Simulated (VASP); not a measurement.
# ZrB2 (P6/mmm) in VASP: elastic constants with PBEsol

Aim: the elastic constants of ZrB2 with PBEsol.

All numbers are computed with VASP 6.6.1; they aren't measurements. Logs are shortened: lines on timing, memory, paths and dates and some standing lists are left out, and cuts for length are marked.

## (1) The cell of the first run

Symmetry: P6/mmm, No. 191, hexagonal system. Conventional cell: a = 3.155 Å, b = 3.155 Å, c = 3.507 Å, α = 90.00°, β = 90.00°, γ = 120.00°. Within 3.3 Å of Zr (site symmetry 6/mmm) lie 12 B at 2.53 Å and 6 Zr at 3.16 Å. Within 2.4 Å of B (site symmetry -6m2) lie 3 B at 1.82 Å.

## (2) Elastic constants, PBEsol

INCAR

```
SYSTEM = ZrB2
PREC = Accurate
ENCUT = 600
EDIFF = 1E-8
ISMEAR = -1
SIGMA = 0.15
LREAL = .FALSE.
LASPH = .TRUE.
NELM = 60
ALGO = Normal
ISIF = 3
LWAVE = .FALSE.
LCHARG = .FALSE.
GGA = PS
IBRION = 6
NFREE = 2
POTIM = 0.015
NSW = 1
```

KPOINTS

```
Automatic mesh
0
G
  15 15 12
  0 0 0
```

POSCAR

```
ZrB2
1.0
    3.1554555196      0.0000000000      0.0000000000
   -1.5777277598      2.7327046405      0.0000000000
    0.0000000000      0.0000000000      3.5067451871
Zr B
1 2
Direct
    0.0000000000      0.0000000000      0.0000000000
    0.3333333333      0.6666666667      0.5000000000
    0.6666666667      0.3333333333      0.5000000000
```

Potentials or basis: VASP PAW PBE potentials, release 64 (Zr_sv, B).

Command:

```console
$ cat potpaw_PBE.64/Zr_sv/POTCAR potpaw_PBE.64/B/POTCAR > POTCAR
$ mpirun -np 1 vasp_std > vasp.out
```

OUTCAR:

```text
SYSTEM = ZrB2
   PREC = Accurate
   ENCUT = 600
   EDIFF = 1E-8
   ISMEAR = -1
   LREAL = .FALSE.
   LASPH = .TRUE.
   NELM = 60
   ISIF = 3
   GGA = PS
   IBRION = 6
   NFREE = 2
   POTIM = 0.015
   NSW = 1

 ion  position               nearest neighbor table
   1  0.000  0.000  0.000-   2 2.53   3 2.53   2 2.53   3 2.53   3 2.53   3 2.53   2 2.53   2 2.53
                             3 2.53   3 2.53   2 2.53   2 2.53
   2  0.333  0.667  0.500-   3 1.82   3 1.82   3 1.82   1 2.53   1 2.53   1 2.53   1 2.53   1 2.53
                             1 2.53
   3  0.667  0.333  0.500-   2 1.82   2 1.82   2 1.82   1 2.53   1 2.53   1 2.53   1 2.53   1 2.53
                             1 2.53

  LATTYP: Found a hexagonal cell.
 ALAT       =     3.1554555196
 C/A-ratio  =     1.1113277197

  Lattice vectors:

 A1 = (   3.1554555196,   0.0000000000,   0.0000000000)
 A2 = (  -1.5777277598,   2.7327046405,   0.0000000000)
 A3 = (   0.0000000000,   0.0000000000,   3.5067451871)

Analysis of symmetry for initial positions (statically):
=====================================================================
 Subroutine PRICEL returns:
 Original cell was already a primitive cell.

 Routine SETGRP: Setting up the symmetry group for a
 hexagonal supercell.

 Subroutine GETGRP returns: Found 24 space group operations
 (whereof 24 operations were pure point group operations)
 out of a pool of 24 trial point group operations.

The static configuration has the point symmetry D_6h.

Analysis of symmetry for dynamics (positions and initial velocities):
=====================================================================
 Subroutine PRICEL returns:
 Original cell was already a primitive cell.

 Routine SETGRP: Setting up the symmetry group for a
 hexagonal supercell.

 Subroutine GETGRP returns: Found 24 space group operations
 (whereof 24 operations were pure point group operations)
 out of a pool of 24 trial point group operations.

The dynamic configuration has the point symmetry D_6h.

 Subroutine INISYM returns: Found 24 space group operations
 (whereof 24 operations are pure point group operations),
 and found     1 'primitive' translations

----------------------------------------------------------------------------------------

                                     Primitive cell

  volume of cell :      30.2384

  direct lattice vectors                    reciprocal lattice vectors
     3.155455520  0.000000000  0.000000000     0.316911455  0.182968914  0.000000000
    -1.577727760  2.732704641  0.000000000     0.000000000  0.365937828  0.000000000
     0.000000000  0.000000000  3.506745187     0.000000000  0.000000000  0.285164717

  length of vectors
     3.155455520  3.155455520  3.506745187     0.365937828  0.365937828  0.285164717

  position of ions in fractional coordinates (direct lattice)
     0.000000000  0.000000000  0.000000000
     0.333333333  0.666666667  0.500000000
     0.666666667  0.333333333  0.500000000

  ion indices of the primitive-cell ions
   primitive index   ion index
                 1           1
                 2           2
                 3           3

----------------------------------------------------------------------------------------

 KPOINTS: Automatic mesh

Automatic generation of k-mesh.
 Grid dimensions read from file:
 generate k-points for:   15   15   12

 Generating k-lattice:

  Cartesian coordinates                     Fractional coordinates (reciprocal lattice)
     0.021127430  0.012197928  0.000000000     0.066666667  0.000000000  0.000000000
     0.000000000  0.024395855  0.000000000     0.000000000  0.066666667  0.000000000
     0.000000000  0.000000000  0.023763726     0.000000000  0.000000000  0.083333333

  Length of vectors
     0.024395855  0.024395855  0.023763726

  Shift w.r.t. Gamma in fractional coordinates (k-lattice)
     0.000000000  0.000000000  0.000000000

 Subroutine IBZKPT returns following result:
 ===========================================

 Found    189 irreducible k-points:

 Following reciprocal coordinates:
            Coordinates               Weight
  0.000000  0.000000  0.000000      1.000000
[... 68 lines left out ...]
   LHFCALC =     F    Hartree Fock is set to
   AEXX    =    0.0000 exact exchange contribution
   IVDW    =     0    specifies the selected vdW correction
   LEPSILON=     F    determine dielectric tensor
   LRPA    =     F    only Hartree local field effects (RPA)
 finite differences with symmetry
 non-spin polarized calculation
  energy-cutoff  :      600.00
  volume of cell :       30.24
 maximum number of plane-waves:      1028
 NGX is ok and might be reduce to    28
   NGX = 13   NGY = 13   NGZ = 15

--------------------------------------- Ionic step        1  -------------------------------------------

 number of electron      18.0000000 magnetization

 Free energy of the ion-electron system (eV)
  ---------------------------------------------------
  ext. energy  EPLUGINS =         0.00000000
  ---------------------------------------------------
  free energy    TOTEN  =       -26.41399157 eV

  energy without entropy =      -26.39276502  energy(sigma->0) =      -26.40337829

------------------------ aborting loop because EDIFF is reached ----------------------------------------

  FORCE on cell =-STRESS in cart. coord.  units (eV):
  Direction    XX          YY          ZZ          XY          YZ          ZX
  --------------------------------------------------------------------------------------
  -------------------------------------------------------------------------------------
  Total        0.0560611      0.0560611      0.0494919      0.0000000      0.0000000      0.0000000
  in kB        2.9703868      2.9703868      2.6223185      0.0000000      0.0000000      0.0000000
  external PRESSURE =       2.8543640 kB  Pullay stress =       0.0000000 kB
[... 92 lines left out ...]
  FREE ENERGIE OF THE ION-ELECTRON SYSTEM (eV)
  ---------------------------------------------------
  free  energy   TOTEN  =       -26.4002691726 eV

  energy  without entropy=      -26.3795703417  energy(sigma->0) =      -26.38991976

[... ionic steps 4 to 18 ...]

--------------------------------------- Ionic step       19  -------------------------------------------

 number of electron      18.0000000 magnetization

------------------------ aborting loop because EDIFF is reached ----------------------------------------
[... 69 lines left out ...]
--------------------------------------- Ionic step       21  -------------------------------------------

 number of electron      18.0000000 magnetization

 Free energy of the ion-electron system (eV)
  ---------------------------------------------------
  ext. energy  EPLUGINS =         0.00000000
  ---------------------------------------------------
  free energy    TOTEN  =       -26.41286066 eV

  energy without entropy =      -26.39162438  energy(sigma->0) =      -26.40224252

 E-fermi :  10.5868     XC(G=0): -12.6163

 val. band max:       10.5700070969   @ k =   0.0667   0.0667   0.4167
 cond. band min:      10.6141064740   @ k =   0.4000   0.1333   0.0000
 fundamental gap:      0.0440993771
 Fermi energy:        10.5867747000

 k-point     1 :       0.0000    0.0000    0.0000
  band No.  band energies     occupation
      1     -37.8331      2.00000
      2     -16.0688      2.00000
      3     -15.4842      2.00000
      4     -15.4842      2.00000
      5      -2.1581      2.00000
      6       7.9371      2.00000
      7       7.9371      2.00000
      8       7.9560      2.00000
      9       8.3280      2.00000
     10      14.0798      0.00000
     11      14.0798      0.00000
     12      14.9185      0.00000
     13      14.9185      0.00000
[... 354 lines left out ...]
  band No.  band energies     occupation
      1     -37.6979      2.00000
      2     -16.3657      2.00000
      3     -15.9391      2.00000
      4     -15.8672      2.00000
      5       2.2264      2.00000
      6       2.4056      2.00000
      7       5.0481      2.00000
      8       7.2024      2.00000
      9       9.6067      1.99710
     10      10.3658      1.62701
     11      13.3998      0.00000
     12      14.8339      0.00000
     13      17.1184      0.00000

 [... further k-points ...]

------------------------ aborting loop because EDIFF is reached ----------------------------------------

  FORCE on cell =-STRESS in cart. coord.  units (eV):
  Direction    XX          YY          ZZ          XY          YZ          ZX
  --------------------------------------------------------------------------------------
  -------------------------------------------------------------------------------------
  Total        0.0589809      0.0589809      0.0512110      0.0000000     -0.0000000      0.0000000
  in kB        3.1250957      3.1250957      2.7134077      0.0000000     -0.0000000      0.0000000
  external PRESSURE =       2.9878664 kB  Pullay stress =       0.0000000 kB
[... 18 lines left out ...]
  FREE ENERGIE OF THE ION-ELECTRON SYSTEM (eV)
  ---------------------------------------------------
  free  energy   TOTEN  =       -26.4128606623 eV

  energy  without entropy=      -26.3916243753  energy(sigma->0) =      -26.40224252

 INTERNAL STRAIN TENSORS FROM STRAINED CELLS
 ============================================

 INTERNAL STRAIN TENSOR FOR ION    1 for displacements in x,y,z  (eV/Angst):
          X           Y           Z          XY          YZ          ZX
  --------------------------------------------------------------------------------
  x    -0.00000     0.00000    -0.00000     0.00000     0.00000     0.00000
  y     0.00000     0.00000     0.00000     0.00000     0.00000     0.00000
  z     0.00000     0.00000     0.00000     0.00000     0.00000     0.00000

 INTERNAL STRAIN TENSORS FROM DISPLACED ATOMS
 ============================================

 INTERNAL STRAIN TENSOR FOR ION    1 for displacements in x,y,z  (eV/Angst):
          X           Y           Z          XY          YZ          ZX
  --------------------------------------------------------------------------------
  x     0.00000     0.00000     0.00000     0.00000     0.00000     0.00000
  y     0.00000     0.00000     0.00000     0.00000     0.00000     0.00000
  z     0.00000     0.00000     0.00000     0.00000     0.00000     0.00000

 INTERNAL STRAIN TENSOR FOR ION    3 for displacements in x,y,z  (eV/Angst):
          X           Y           Z          XY          YZ          ZX
  --------------------------------------------------------------------------------
  x     0.00000    -0.00000     0.00000    -1.50938     0.00000     0.00000
  y    -1.50938     1.50938     0.00000     0.00000     0.00000     0.00000
  z     0.00000     0.00000     0.00000     0.00000    -0.00000     0.00000

 Eigenvectors and eigenvalues of the dynamical matrix
 ----------------------------------------------------

   1 f  =   23.590716 THz   148.224840 2PiTHz  786.901586 cm-1    97.563318 meV
             X         Y         Z           dx          dy          dz
      0.000000  0.000000  0.000000     0.000000   -0.000000    0.000000
     -0.000000  1.821803  1.753373     0.000008    0.707107    0.000000
      1.577728  0.910902  1.753373    -0.000008   -0.707107    0.000000
[... 43 lines left out ...]
   9 f/i=    0.001923 THz     0.012085 2PiTHz    0.064158 cm-1     0.007955 meV
             X         Y         Z           dx          dy          dz
      0.000000  0.000000  0.000000     0.000000    0.000000    0.899049
     -0.000000  1.821803  1.753373     0.000000    0.000000    0.309605
      1.577728  0.910902  1.753373     0.000000    0.000000    0.309605

--------------------------------------------------------------------------------------------------------

 ELASTIC MODULI CONTR FROM IONIC RELAXATION (kBar)
 Direction    XX          YY          ZZ          XY          YZ          ZX
 --------------------------------------------------------------------------------
 XX          -9.8069      9.8069      0.0000      0.0000     -0.0000      0.0000
 YY           9.8069     -9.8069      0.0000     -0.0000      0.0000      0.0000
 ZZ           0.0000      0.0000      0.0000      0.0000      0.0000      0.0000
 XY           0.0000     -0.0000      0.0000     -9.8069      0.0000      0.0000
 YZ          -0.0000      0.0000      0.0000      0.0000     -0.0000      0.0000
 ZX           0.0000      0.0000      0.0000      0.0000      0.0000      0.0000
 --------------------------------------------------------------------------------

 TOTAL ELASTIC MODULI (kBar)
 Direction    XX          YY          ZZ          XY          YZ          ZX
 --------------------------------------------------------------------------------
 XX        5878.9652    563.5151   1302.5758      0.0000      0.0000      0.0000
 YY         563.5151   5878.9652   1302.5758     -0.0000      0.0000     -0.0000
 ZZ        1302.5758   1302.5758   4538.5492      0.0000      0.0000      0.0000
 XY           0.0000     -0.0000      0.0000   2657.7251      0.0000     -0.0000
 YZ           0.0000      0.0000      0.0000      0.0000   2669.7342      0.0000
 ZX          -0.0000     -0.0000      0.0000     -0.0000      0.0000   2669.7347
 --------------------------------------------------------------------------------
```

Run time: 1.7 h. Hardware: 1 thread of Oxide Virtual Turin-like, shared host; peak memory 0.74 GiB.

Results:

| Property | Result |
| --- | --- |
| Voigt bulk modulus | 251 GPa |
| Highest phonon frequency at Γ | 787 cm⁻¹ |

Phonon frequencies in cm⁻¹ (negative: imaginary):
```
              q point                    frequencies
(0.000, 0.000, 0.000)  0 0 0 462 462 482 564 787 787
```

Elastic tensor in Voigt notation (GPa, in the Cartesian axes of the cell as first typed):
```
588  56 130   0   0   0
 56 588 130   0   0   0
130 130 454   0   0   0
  0   0   0 267   0   0
  0   0   0   0 267   0
  0   0   0   0   0 266
```

Clamped-ion elastic tensor (GPa):
```
589  55 130   0   0   0
 55 589 130   0   0   0
130 130 454   0   0   0
  0   0   0 267   0   0
  0   0   0   0 267   0
  0   0   0   0   0 267
```

Caveat: the PAW data sets were made with another functional, which shifts forces and pressure a little.
